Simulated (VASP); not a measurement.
Set up this calculation in VASP 6.6.1, as the native input.

```yaml
Task: single point
Functional: PBE
Potentials_or_basis: VASP PAW PBE potentials, release 64 (C, Mg)
Cutoff: 520 eV
k_mesh: 2 × 2 × 1
Occupations: fermi-dirac, width 0.02 eV
Spin: no spin polarisation
Dipole_correction: no
Further_INCAR_settings: LREAL = Auto; ALGO = Normal; EDIFF = 1e-07; NBANDS = 52
```

The structure of MgC18 lies in POSCAR:

```
MgC18
1.0
    7.3980000000      0.0000000000      0.0000000000
   -3.6990000000      6.4068560000      0.0000000000
    0.0000000000      0.0000000000     13.0000000000
C Mg
18 1
Direct
   -0.0006996397     -0.0016060920      0.0690173077
    0.2225170429      0.1114693385      0.0690015385
   -0.0006930224      0.3317247961      0.0690923846
    0.2225152377      0.4447996022      0.0690740000
   -0.0006881455      0.6650589618      0.0691017692
    0.2225117713      0.7781222178      0.0690731538
    0.3326581597     -0.0016060920      0.0690175385
    0.5558576474      0.1114638756      0.0690384615
    0.3326560096      0.3317472720      0.0690193077
    0.5558488985      0.4447994461      0.0690740000
    0.3326524035      0.6650577132      0.0690886154
    0.5558432484      0.7781217496      0.0690843077
    0.6659791715     -0.0016064041      0.0690585385
    0.8891708402      0.1114638756      0.0690384615
    0.6659824305      0.3317247961      0.0690922308
    0.8891746827      0.4447846182      0.0691245385
    0.6659700569      0.6650577132      0.0690884615
    0.8891750586      0.7781222178      0.0690726923
    0.1728502459      1.0124101431      0.3837657692
```

The input as run:

INCAR

```
SYSTEM = MgC18
ALGO = Normal
EDIFF = 1E-7
ENCUT = 520
GGA = PE
ISIF = 2
ISMEAR = -1
LASPH = .True.
LCHARG = .False.
LREAL = Auto
LWAVE = .False.
NBANDS = 52
NELM = 100
PREC = Accurate
SIGMA = 0.02
```

KPOINTS

```
k-points
0
Gamma
  2 2 1
  0 0 0
```

Potentials or basis: VASP PAW PBE potentials, release 64 (C, Mg).

Run with:

```bash
$ cat potpaw_PBE.64/C/POTCAR potpaw_PBE.64/Mg/POTCAR > POTCAR
$ mpirun -np 1 vasp_std > vasp.out
```

It gave:

```yaml
Largest_force: 0.012 eV/Å
Band_gap_on_the_k_mesh: 0.16 eV, direct
```

Caveat: the k points lie up to 0.49 Å⁻¹ apart.

It took 5.8 min on 1 thread of Intel Xeon 6975P-C, with other jobs on the host, peak memory 0.63 GiB.
